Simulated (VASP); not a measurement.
Input of a VASP 6.6.1 run:

The input INCAR:

```
ALGO = Normal
EDIFF = 1E-6
EDIFFG = -0.01
ENCUT = 600
GGA = PE
IBRION = 2
ISIF = 3
ISMEAR = -1
ISPIN = 2
LASPH = True
LCHARG = False
LDAU = True
LDAUJ = 0 0
LDAUL = 2 -1
LDAUPRINT = 1
LDAUTYPE = 2
LDAUU = 2 0
LMAXMIX = 4
LORBIT = 11
LREAL = False
LWAVE = False
MAGMOM = 1 0 0
NELM = 150
NSW = 60
PREC = Accurate
SIGMA = 0.05
```

File KPOINTS:

```
k-points
0
Gamma
  9 9 9
```

File POSCAR:

```
Si2Ni
1.0
    0.0000000000      2.7030000000      2.7030000000
    2.7030000000      0.0000000000      2.7030000000
    2.7030000000      2.7030000000      0.0000000000
Ni Si
1 2
Direct
    0.0000000000      0.0000000000      0.0000000000
    0.7500000000      0.7500000000      0.7500000000
    0.2500000000      0.2500000000      0.2500000000
```

Potentials or basis: VASP PAW PBE potentials, release 64 (Ni, Si).

Command:

```sh
$ cat potpaw_PBE.64/Ni/POTCAR potpaw_PBE.64/Si/POTCAR > POTCAR
$ mpirun -np 1 vasp_std > vasp.out
```

(1) What does it give for the space group after relaxing (to 0.1 Å)?

(2) What does it give for the relaxed volume?

(3) Predict the net moment.

Results:

(1) Fm-3m (No. 225).

(2) 13.34 Å³/atom.

(3) 0.00 μB per cell.

Caveat: the U is typed as a test and isn't derived for this compound.
